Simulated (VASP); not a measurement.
# LiCl (Fm-3m) in VASP: further runs

The runs below take LiCl through single point, relaxation of cell and atoms, with r2SCAN.

Program: VASP 6.6.1. These are calculated values, not measurements. Logs are shortened: lines on timing, memory, paths and dates and some standing lists are left out, and cuts for length are marked.

## Step 1: The cell of the first run

The structure is cubic, space group Fm-3m (No. 225). Conventional cell: a = 5.130 Å, b = 5.130 Å, c = 5.130 Å, α = 90.00°, β = 90.00°, γ = 90.00°. Li (site symmetry m-3m) has 6 Cl at 2.56 Å within 3.4 Å. Within 3.4 Å of Cl (site symmetry m-3m) lie 6 Li at 2.56 Å.

## Step 2: Single point, r2SCAN

Contents of POSCAR:

```
LiCl
1.0
    0.0000000000      2.5647600000      2.5647600000
    2.5647600000      0.0000000000      2.5647600000
    2.5647600000      2.5647600000      0.0000000000
Li Cl
1 1
Direct
    0.0000000000      0.0000000000      0.0000000000
    0.5000000000      0.5000000000      0.5000000000
```

Contents of INCAR.step1:

```
ALGO = Normal ; EDIFF = 1E-4
ENCUT = 520 ; GGA = PE
ISMEAR = 0 ; LASPH = True
LCHARG = False ; LREAL = False
LWAVE = True ; NBANDS = 12
NELM = 60 ; PREC = Accurate
SIGMA = 0.1
```

Contents of INCAR.step2:

```
ALGO = Normal ; EDIFF = 1E-6
ENCUT = 520 ; ISIF = 2
ISMEAR = 0 ; ISTART = 1
LASPH = True ; LCHARG = False
LMIXTAU = True ; LREAL = False
LWAVE = False ; METAGGA = R2SCAN
NBANDS = 12 ; NELM = 60
PREC = Accurate ; SIGMA = 0.1
```

Contents of KPOINTS:

```
k-points
0
Gamma
  6 6 6
```

Potentials or basis: VASP PAW PBE potentials, release 64 (Li_sv, Cl).

Command:

```console
$ cat potpaw_PBE.64/Li_sv/POTCAR potpaw_PBE.64/Cl/POTCAR > POTCAR
$ cp INCAR.step1 INCAR
$ mpirun -np 1 vasp_std > vasp.out
$ cp INCAR.step2 INCAR
$ mpirun -np 1 vasp_std > vasp.out
```

OUTCAR:

```text
EDIFF = 1E-6
   ENCUT = 520
   ISIF = 2
   ISMEAR = 0
   ISTART = 1
   LASPH = True
   LREAL = False
   METAGGA = R2SCAN
   NELM = 60
   PREC = Accurate

 ion  position               nearest neighbor table
   1  0.000  0.000  0.000-   2 2.56   2 2.56   2 2.56   2 2.56   2 2.56   2 2.56
   2  0.500  0.500  0.500-   1 2.56   1 2.56   1 2.56   1 2.56   1 2.56   1 2.56

  LATTYP: Found a face centered cubic cell.
 ALAT       =     5.1295200000

  Lattice vectors:

 A1 = (   0.0000000000,   2.5647600000,   2.5647600000)
 A2 = (   2.5647600000,   0.0000000000,   2.5647600000)
 A3 = (   2.5647600000,   2.5647600000,   0.0000000000)

Analysis of symmetry for initial positions (statically):
=====================================================================
 Subroutine PRICEL returns:
 Original cell was already a primitive cell.

 Routine SETGRP: Setting up the symmetry group for a
 face centered cubic supercell.

 Subroutine GETGRP returns: Found 48 space group operations
 (whereof 48 operations were pure point group operations)
 out of a pool of 48 trial point group operations.

The static configuration has the point symmetry O_h .

Analysis of symmetry for dynamics (positions and initial velocities):
=====================================================================
 Subroutine PRICEL returns:
 Original cell was already a primitive cell.

 Routine SETGRP: Setting up the symmetry group for a
 face centered cubic supercell.

 Subroutine GETGRP returns: Found 48 space group operations
 (whereof 48 operations were pure point group operations)
 out of a pool of 48 trial point group operations.

The dynamic configuration has the point symmetry O_h .

 Subroutine INISYM returns: Found 48 space group operations
 (whereof 48 operations are pure point group operations),
 and found     1 'primitive' translations

----------------------------------------------------------------------------------------

                                     Primitive cell

  volume of cell :      33.7420

  direct lattice vectors                    reciprocal lattice vectors
     0.000000000  2.564760000  2.564760000    -0.194950015  0.194950015  0.194950015
     2.564760000  0.000000000  2.564760000     0.194950015 -0.194950015  0.194950015
     2.564760000  2.564760000  0.000000000     0.194950015  0.194950015 -0.194950015

  length of vectors
     3.627118376  3.627118376  3.627118376     0.337663331  0.337663331  0.337663331

  position of ions in fractional coordinates (direct lattice)
     0.000000000  0.000000000  0.000000000
     0.500000000  0.500000000  0.500000000

  ion indices of the primitive-cell ions
   primitive index   ion index
                 1           1
                 2           2

----------------------------------------------------------------------------------------

 KPOINTS: k-points

Automatic generation of k-mesh.
 Grid dimensions read from file:
 generate k-points for:    6    6    6

 Generating k-lattice:

  Cartesian coordinates                     Fractional coordinates (reciprocal lattice)
    -0.032491669  0.032491669  0.032491669     0.166666667  0.000000000  0.000000000
     0.032491669 -0.032491669  0.032491669     0.000000000  0.166666667  0.000000000
     0.032491669  0.032491669 -0.032491669     0.000000000  0.000000000  0.166666667

  Length of vectors
     0.056277222  0.056277222  0.056277222

  Shift w.r.t. Gamma in fractional coordinates (k-lattice)
     0.000000000  0.000000000  0.000000000

 Subroutine IBZKPT returns following result:
 ===========================================

 Found     16 irreducible k-points:

 Following reciprocal coordinates:
            Coordinates               Weight
  0.000000  0.000000  0.000000      1.000000
  0.166667  0.000000  0.000000      8.000000
  0.333333  0.000000  0.000000      8.000000
  0.500000  0.000000  0.000000      4.000000
  0.166667  0.166667  0.000000      6.000000
  0.333333  0.166667  0.000000     24.000000
[... 8 lines left out ...]
 -0.333333  0.333333  0.166667     24.000000
 -0.333333  0.500000  0.166667     12.000000
   k-points           NKPTS =     16   k-points in BZ     NKDIM =     16   number of bands    NBANDS=     12
   number of dos      NEDOS =    301   number of ions     NIONS =      2
   total plane-waves  NPLWV =  21952
   dimension x,y,z NGX =    28 NGY =   28 NGZ =   28
   dimension x,y,z NGXF=    56 NGYF=   56 NGZF=   56
   ions per type =               1   1
   NGX,Y,Z   is equivalent  to a cutoff of  12.83, 12.83, 12.83 a.u.
   NGXF,Y,Z  is equivalent  to a cutoff of  25.67, 25.67, 25.67 a.u.
 SYSTEM =  unknown system
   PREC   = accura    normal or accurate (medium, high low for compatibility)
   ISTART =      1    job   : 0-new  1-cont  2-samecut
   ICHARG =      0    charge: 1-file 2-atom 10-const
   ISPIN  =      1    spin polarized calculation?
   LNONCOLLINEAR =      F non collinear calculations
   LSORBIT =      F    spin-orbit coupling
   LASPH  =      T    aspherical Exc in radial PAW
   ENCUT  =  520.0 eV  38.22 Ry    6.18 a.u.   6.74  6.74  6.74*2*pi/ulx,y,z
   NELM   =     60;   NELMIN=  2; NELMDL=  0     # of ELM steps
   EDIFF  = 0.1E-05   stopping-criterion for ELM
   LREAL  =      F    real-space projection
   EDIFFG = 0.1E-04   stopping-criterion for IOM
   NSW    =      0    number of steps for IOM
   IBRION =     -1    ionic relax: 0-MD 1-quasi-New 2-CG
   NFREE  =      0    steps in history (QN), initial steepest desc. (CG)
   ISIF   =      2    stress and relaxation
   ISYM   =      2    0-nonsym 1-usesym 2-fastsym
   POTIM  = 0.5000    time-step for ionic-motion
   TEBEG  =    0.0;   TEEND  =   0.0 temperature during run
   PSTRESS=    0.0 pullay stress
   NELECT =      10.0000    total number of electrons
   NUPDOWN=      -1.0000    fix difference up-down
   EMIN   =  10.00;   EMAX   =-10.00  energy-range for DOS
   EFERMI =   0.00;   METHOD = LEGACY
   ISMEAR =     0;   SIGMA  =   0.10  broadening in eV -4-tet -1-fermi 0-gaus
   EFERMI_NEDOS =   21; number of points for ismear=-14 and -15
   IALGO  =     38    algorithm
   IMIX   =      4    mixing-type and parameters
     AMIX     =   0.40;   BMIX     =  1.00
     AMIX_MAG =   1.60;   BMIX_MAG =  1.00
  volume/ion in A,a.u.               =      16.87       113.85
  Fermi-wavevector in a.u.,A,eV,Ry     =   1.091486  2.062609 16.209183  1.191341
  Thomas-Fermi vector in A             =   2.227732
   LORBIT       =      0    0 simple, 1 ext, 2 COOP (PROOUT), +10 PAW based schemes
   METAGGA = R2SCAN    functional components
   LHFCALC =     F    Hartree Fock is set to
   AEXX    =    0.0000 exact exchange contribution
   IVDW    =     0    specifies the selected vdW correction
   LEPSILON=     F    determine dielectric tensor
   LRPA    =     F    only Hartree local field effects (RPA)
 non-spin polarized calculation
 Gauss-broadening in eV      SIGMA  =   0.10
  energy-cutoff  :      520.00
  volume of cell :       33.74
 maximum number of plane-waves:       934
   NGX = 13   NGY = 13   NGZ = 13

 number of electron      10.0000005 magnetization

 Free energy of the ion-electron system (eV)
  ---------------------------------------------------
  ext. energy  EPLUGINS =         0.00000000
  ---------------------------------------------------
  free energy    TOTEN  =       -12.58671044 eV

  energy without entropy =      -12.58671044  energy(sigma->0) =      -12.58671044

 E-fermi :   0.6405     XC(G=0):  -9.1632

 val. band max:        0.1890341650   @ k =   0.0000   0.0000   0.0000
 cond. band min:       7.4843750399   @ k =   0.0000   0.0000   0.0000
 fundamental gap:      7.2953408749
 Fermi energy:         0.6404770285

 k-point     1 :       0.0000    0.0000    0.0000
  band No.  band energies     occupation
      1     -44.6265      2.00000
      2     -13.7948      2.00000
      3       0.1890      2.00000
      4       0.1890      2.00000
      5       0.1890      2.00000
      6       7.4844      0.00000
      7      12.8515      0.00000
      8      12.8515      0.00000
      9      12.8515      0.00000
     10      15.5698      0.00000
     11      15.5698      0.00000
     12      16.0476      0.00000

 k-point     2 :       0.1667    0.0000    0.0000
  band No.  band energies     occupation
      1     -44.6260      2.00000
      2     -13.6612      2.00000
      3      -0.6640      2.00000
      4       0.1152      2.00000
      5       0.1152      2.00000
      6       8.1460      0.00000
      7      11.9006      0.00000
      8      12.5338      0.00000
      9      12.5341      0.00000
     10      14.2113      0.00000
     11      14.2114      0.00000
     12      16.6490      0.00000

 k-point     3 :       0.3333    0.0000    0.0000
  band No.  band energies     occupation
      1     -44.6246      2.00000
      2     -13.3710      2.00000
      3      -2.0461      2.00000
      4      -0.0212      2.00000
      5      -0.0212      2.00000
      6       8.0675      0.00000
      7      11.0600      0.00000
      8      11.0603      0.00000
      9      12.9386      0.00000
     10      16.1271      0.00000
     11      16.1271      0.00000
     12      17.4519      0.00000
[... 166 lines left out ...]
 k-point    15 :      -0.3333    0.3333    0.1667
  band No.  band energies     occupation
      1     -44.6234      2.00000
      2     -13.0330      2.00000
      3      -2.2030      2.00000
      4      -1.5639      2.00000
      5      -0.6105      2.00000
      6       9.9303      0.00000
      7      10.4030      0.00000
      8      12.0501      0.00000
      9      12.2666      0.00000
     10      16.4026      0.00000
     11      17.4471      0.00000
     12      19.5996      0.00000

 k-point    16 :      -0.3333    0.5000    0.1667
  band No.  band energies     occupation
      1     -44.6232      2.00000
      2     -12.9675      2.00000
      3      -2.3737      2.00000
      4      -1.4882      2.00000
      5      -0.8953      2.00000
      6       9.8267      0.00000
      7      10.3050      0.00000
      8      12.5231      0.00000
      9      12.5724      0.00000
     10      16.4044      0.00000
     11      18.5506      0.00000
     12      19.7252      0.00000

------------------------ aborting loop because EDIFF is reached ----------------------------------------

  FORCE on cell =-STRESS in cart. coord.  units (eV):
  Direction    XX          YY          ZZ          XY          YZ          ZX
  --------------------------------------------------------------------------------------
  -------------------------------------------------------------------------------------
  Total       -0.1798450     -0.1798450     -0.1798450      0.0000000      0.0000000     -0.0000000
  in kB       -8.5396258     -8.5396258     -8.5396258      0.0000000      0.0000000     -0.0000000
  external PRESSURE =      -8.5396258 kB  Pullay stress =       0.0000000 kB

 VOLUME and BASIS-vectors are now :
 -----------------------------------------------------------------------------
  energy-cutoff  :      520.00
  volume of cell :       33.74
      direct lattice vectors                 reciprocal lattice vectors
     0.000000000  2.564760000  2.564760000    -0.194950015  0.194950015  0.194950015
     2.564760000  0.000000000  2.564760000     0.194950015 -0.194950015  0.194950015
     2.564760000  2.564760000  0.000000000     0.194950015  0.194950015 -0.194950015

 POSITION                                       TOTAL-FORCE (eV/Angst)
 -----------------------------------------------------------------------------------
      0.00000      0.00000      0.00000        -0.000000     -0.000000     -0.000000
      2.56476      2.56476      2.56476         0.000000      0.000000      0.000000
 -----------------------------------------------------------------------------------
    total drift:                                0.000000      0.000000      0.000000

  FREE ENERGIE OF THE ION-ELECTRON SYSTEM (eV)
  ---------------------------------------------------
  free  energy   TOTEN  =       -12.5867104442 eV

  energy  without entropy=      -12.5867104442  energy(sigma->0) =      -12.58671044
```

Run time: 33 s. Hardware: 1 thread of Intel Xeon Platinum 8259CL at 2.50GHz (Skylake/Cascade Lake), shared host; peak memory 0.15 GiB.

Results:

| Item | Value |
| --- | --- |
| Free energy | -12.5867 eV |
| Band gap on the k mesh | 7.30 eV, direct |

Levels at points of the mesh, in eV from the valence-band top:
| k point | band 1 | band 2 | band 3 | band 4 | band 5 | band 6 | band 7 | band 8 | band 9 | band 10 |
| --- | --- | --- | --- | --- | --- | --- | --- | --- | --- | --- |
| (0.00, 0.00, 0.00) | -44.82 | -13.98 | 0.00 | 0.00 | 0.00 | 7.30 | 12.66 | 12.66 | 12.66 | 15.38 |
| (0.50, 0.00, 0.00) | -44.81 | -13.40 | -2.84 | -0.27 | -0.27 | 7.53 | 10.31 | 10.31 | 14.21 | 18.03 |
| (0.50, 0.50, 0.00) | -44.81 | -13.15 | -2.93 | -1.12 | -1.12 | 8.77 | 8.93 | 13.57 | 15.42 | 15.42 |

Caveat: the cutoff is under 1.25 times the usual one of these potentials, so pressure, stress and relaxed cells hold a basis-set (Pulay) error; the PAW data sets were made with another functional, which shifts forces and pressure a little.

## Step 3: Single point, r2SCAN

This run uses another cell than the first one, of 16.70 Å³/atom, 0.990 times its volume.

Contents of POSCAR:

```
LiCl
1.0
    0.0000000000      2.5562025769      2.5562025769
    2.5562025769      0.0000000000      2.5562025769
    2.5562025769      2.5562025769      0.0000000000
Li Cl
1 1
Direct
    0.0000000000      0.0000000000      0.0000000000
    0.5000000000      0.5000000000      0.5000000000
```

Contents of INCAR.step1:

```
PREC = Accurate
ENCUT = 520
ISMEAR = 0
SIGMA = 0.02
LREAL = False
LASPH = True
NELM = 80
NBANDS = 12
GGA = PE
ALGO = Normal
EDIFF = 1E-4
LWAVE = True
LCHARG = False
```

Contents of INCAR.step2:

```
PREC = Accurate
ENCUT = 520
EDIFF = 1E-6
ISMEAR = 0
SIGMA = 0.02
LREAL = False
LASPH = True
NELM = 80
ALGO = Normal
ISIF = 2
LWAVE = False
LCHARG = False
METAGGA = R2SCAN
LMIXTAU = True
NBANDS = 12
ISTART = 1
```

Contents of KPOINTS:

```
Automatic mesh
0
Gamma
  8 8 8
```

Potentials or basis: VASP PAW PBE potentials, release 64 (Li_sv, Cl).

Command:

```console
$ cat potpaw_PBE.64/Li_sv/POTCAR potpaw_PBE.64/Cl/POTCAR > POTCAR
$ cp INCAR.step1 INCAR
$ mpirun -np 1 vasp_std > vasp.out
$ cp INCAR.step2 INCAR
$ mpirun -np 1 vasp_std > vasp.out
```

Wall time 46 s (1 thread of Intel Xeon Platinum 8259CL at 2.50GHz (Skylake/Cascade Lake), shared host); peak memory 0.16 GiB.

The run converged. Its results:

- Free energy: -12.5881 eV
- Band gap on the k mesh: 7.36 eV, direct

Levels at points of the mesh, in eV from the valence-band top:
```tsv
k point	band 3	band 4	band 5	band 6	band 7	band 8
(0.00, 0.00, 0.00)	0.00	0.00	0.00	7.36	12.67	12.67
(0.50, 0.00, 0.00)	-2.88	-0.28	-0.28	7.55	10.32	10.32
(0.50, 0.50, 0.00)	-2.98	-1.14	-1.14	8.79	8.91	13.66
```

Caveat: the cutoff is under 1.25 times the usual one of these potentials, so pressure, stress and relaxed cells hold a basis-set (Pulay) error; the PAW data sets were made with another functional, which shifts forces and pressure a little. r2SCAN opens gaps a little over a GGA but as a rule still falls short of measured ones.

## Step 4: Relaxation of cell and atoms, r2SCAN

Contents of POSCAR:

```
LiCl
1.0
    0.0000000000      2.5647600000      2.5647600000
    2.5647600000      0.0000000000      2.5647600000
    2.5647600000      2.5647600000      0.0000000000
Li Cl
1 1
Direct
    0.0000000000      0.0000000000      0.0000000000
    0.5000000000      0.5000000000      0.5000000000
```

Contents of INCAR.step1:

```
  PREC = Accurate
  ENCUT = 600
  ISMEAR = 0
  SIGMA = 0.02
  LREAL = False
  LASPH = True
  NELM = 100
  GGA = PE
  ALGO = Normal
  EDIFF = 1E-4
  LWAVE = True
  LCHARG = False
```

Contents of INCAR.step2:

```
  PREC = Accurate
  ENCUT = 600
  EDIFF = 1E-6
  ISMEAR = 0
  SIGMA = 0.02
  LREAL = False
  LASPH = True
  NELM = 100
  ALGO = Normal
  ISIF = 3
  LWAVE = False
  LCHARG = False
  METAGGA = R2SCAN
  LMIXTAU = True
  IBRION = 2
  NSW = 100
  EDIFFG = -0.005
  ISTART = 1
```

Contents of KPOINTS:

```
regular mesh
0
Gamma
  8 8 8
```

Command:

```console
$ cat potpaw_PBE.64/Li_sv/POTCAR potpaw_PBE.64/Cl/POTCAR > POTCAR
$ cp INCAR.step1 INCAR
$ mpirun -np 1 vasp_std > vasp.out
$ cp INCAR.step2 INCAR
$ mpirun -np 1 vasp_std > vasp.out
```

It took 3.3 min on 1 thread of Intel Xeon Platinum 8259CL at 2.50GHz (Skylake/Cascade Lake), shared host; peak memory 0.17 GiB.

Results (log left out):

| Quantity | Value |
| --- | --- |
| Free energy | -12.5908 eV |
| Relaxed volume | 16.46 Å³/atom |
| Relaxed cell | a = 3.597 Å, b = 3.597 Å, c = 3.597 Å, α = 60.00°, β = 60.00°, γ = 60.00° |
| Space group after relaxing (to 0.05 Å) | Fm-3m (No. 225) |
| Energy gained by relaxing | 1.4 meV/atom |
| Ionic steps | 5 |
| Pressure after relaxing | 0.0 GPa |
| Band gap on the k mesh | 7.46 eV, direct |

The path:
```
step  energy change (eV)  largest force (eV/Å)  pressure (GPa)  volume (Å³)
   1              0.0000                0.0000           -0.87        33.74
   2             -0.0021                0.0000           -0.43        33.30
   3             -0.0025                0.0000           -0.26        33.14
   4             -0.0028                0.0000            0.09        32.84
   5             -0.0028                0.0000            0.00        32.92
```

Final structure:
```
CELL_PARAMETERS angstrom
0.00000 2.54368 2.54368
2.54368 0.00000 2.54368
2.54368 2.54368 0.00000
ATOMIC_POSITIONS crystal
Li 0.00000 0.00000 0.00000
Cl 0.50000 0.50000 0.50000
```

Levels at points of the mesh, in eV from the valence-band top:
| k point | band 2 | band 3 | band 4 | band 5 | band 6 | band 7 | band 8 | band 9 |
| --- | --- | --- | --- | --- | --- | --- | --- | --- |
| (0.00, 0.00, 0.00) | -14.07 | 0.00 | 0.00 | 0.00 | 7.46 | 12.68 | 12.68 | 12.68 |
| (0.50, 0.00, 0.00) | -13.46 | -2.94 | -0.29 | -0.29 | 7.56 | 10.32 | 10.32 | 14.49 |
| (0.50, 0.50, 0.00) | -13.19 | -3.05 | -1.17 | -1.17 | 8.83 | 8.89 | 13.80 | 15.62 |

Caveat: the cutoff is under 1.25 times the usual one of these potentials, so pressure, stress and relaxed cells hold a basis-set (Pulay) error; the PAW data sets were made with another functional, which shifts forces and pressure a little.

## Step 5: The runs side by side

| task | cell | k mesh | cutoff (eV) | smearing | gap on the mesh (eV) |
| --- | --- | --- | --- | --- | --- |
| single point | a = 3.627 Å, angles 60.0°, 2 atoms | 6 × 6 × 6 | 520 | gaussian 0.1 eV | 7.30 |
| single point | a = 3.615 Å, angles 60.0°, 2 atoms | 8 × 8 × 8 | 520 | gaussian 0.02 eV | 7.36 |
| relaxation of cell and atoms | relaxed from a = 3.627 Å, angles 60.0°, 2 atoms | 8 × 8 × 8 | 600 | gaussian 0.02 eV | 7.46 |

Alike in all rows: level r2SCAN; potentials or basis VASP PAW PBE potentials, release 64 (Li_sv, Cl); no spin polarisation.

Caveats: the cutoff is under 1.25 times the usual one of these potentials, so pressure, stress and relaxed cells hold a basis-set (Pulay) error; the PAW data sets were made with another functional, which shifts forces and pressure a little.

Total energies depend on the potentials used, so only differences within one code and one set of settings carry meaning.
